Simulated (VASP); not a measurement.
Input of a VASP 6.6.1 run:

The input INCAR:

```
PREC = Accurate
ENCUT = 520
EDIFF = 1E-6
ISMEAR = 0
SIGMA = 0.15
LREAL = F
LASPH = T
NELM = 60
ALGO = Fast
ISIF = 2
LWAVE = F
LCHARG = T
GGA = PS
LELF = T
LVHAR = T
NBANDS = 9
```

The input KPOINTS:

```
regular mesh
0
Gamma
  18 18 10
```

The input POSCAR:

```
Mg
1.0
    2.9685761676      0.0000000000      0.0000000000
   -1.4842880838      2.7793106748      0.0000000000
    0.0000000000      0.0000000000      5.2103300000
Mg
2
Direct
    0.3333333333      0.6666666667      0.2500000000
    0.6666666667      0.3333333333      0.7500000000
```

Potentials or basis: VASP PAW PBE potentials, release 64 (Mg).

Run with:

```console
$ cat potpaw_PBE.64/Mg/POTCAR > POTCAR
$ mpirun -np 1 vasp_std > vasp.out
```

Predict the band gap on the k mesh.

zero (band 2 reaches 4.06 eV, above the bottom of band 3 at 1.34 eV).

Estimate the pressure.

2.2 GPa.

Estimate the largest force.

0.064 eV/Å.

Stress tensor (GPa, compression positive):
```
5.39 0.00 0.00
0.00 0.63 0.00
0.00 0.00 0.52
```

Caveat: the cell differs from its parent crystal (strain -0.0750 x Voigt [1, 0, 0, 0, 0, 0]); the PAW data sets were made with another functional, which shifts forces and pressure a little.
